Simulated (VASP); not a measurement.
A run of VASP 6.6.1 is set up as follows.

Contents of POSCAR:

```
PbSe
1.0
    2.1548770000     -6.1339470000      0.0000000000
    2.1548770000      6.1339470000      0.0000000000
    0.0000000000      0.0000000000      4.4504940000
Pb Se
2 2
Direct
    0.6317610000      0.3682390000      0.7500000000
    0.3682390000      0.6317610000      0.2500000000
    0.8612900000      0.1387100000      0.7500000000
    0.1387100000      0.8612900000      0.2500000000
```

The input INCAR.step1:

```
SYSTEM = PbSe
PREC = Accurate
ENCUT = 600
ISMEAR = 0
SIGMA = 0.01
LREAL = .FALSE.
LASPH = .TRUE.
NELM = 80
GGA = PE
ALGO = Normal
EDIFF = 1E-4
LWAVE = .TRUE.
LCHARG = .FALSE.
```

INCAR.step2

```
SYSTEM = PbSe
PREC = Accurate
ENCUT = 600
EDIFF = 1E-6
ISMEAR = 0
SIGMA = 0.01
LREAL = .FALSE.
LASPH = .TRUE.
NELM = 80
ALGO = Normal
ISIF = 3
LWAVE = .FALSE.
LCHARG = .FALSE.
METAGGA = R2SCAN
LMIXTAU = .TRUE.
IVDW = 12
VDW_S6 = 1.0
VDW_S8 = 0.78981345
VDW_A1 = 0.49484001
VDW_A2 = 5.73083694
IBRION = 2
NSW = 80
EDIFFG = -0.01
ISTART = 1
```

Contents of KPOINTS:

```
Automatic mesh
0
G
  4 4 4
  0 0 0
```

Potentials or basis: VASP PAW PBE potentials, release 64 (Pb_d, Se).

Run with:

```console
$ cat potpaw_PBE.64/Pb_d/POTCAR potpaw_PBE.64/Se/POTCAR > POTCAR
$ cp INCAR.step1 INCAR
$ mpirun -np 1 vasp_std > vasp.out
$ cp INCAR.step2 INCAR
$ mpirun -np 1 vasp_std > vasp.out
```

Task: Estimate the relaxed cell.

Result: a = 6.371 Å, b = 6.371 Å, c = 4.428 Å, α = 90.00°, β = 90.00°, γ = 140.76°.

Task: Estimate the space group after relaxing (to 0.1 Å).

Result: Cmcm (No. 63).

Task: What does it give for the band gap on the k mesh?

Result: 1.39 eV (least direct gap 1.79 eV).

Task: What does it give for the relaxed volume?

Result: 28.43 Å³/atom.

Forces on the atoms (eV/Å):
```
Pb   0.000  0.004  0.000
Pb   0.000 -0.004  0.000
Se   0.000  0.010  0.000
Se   0.000 -0.010  0.000
```

Caveat: the PAW data sets were made with another functional, which shifts forces and pressure a little; spin-orbit coupling is left out, which moves the levels of the heavy elements. A k mesh can miss the band edges.
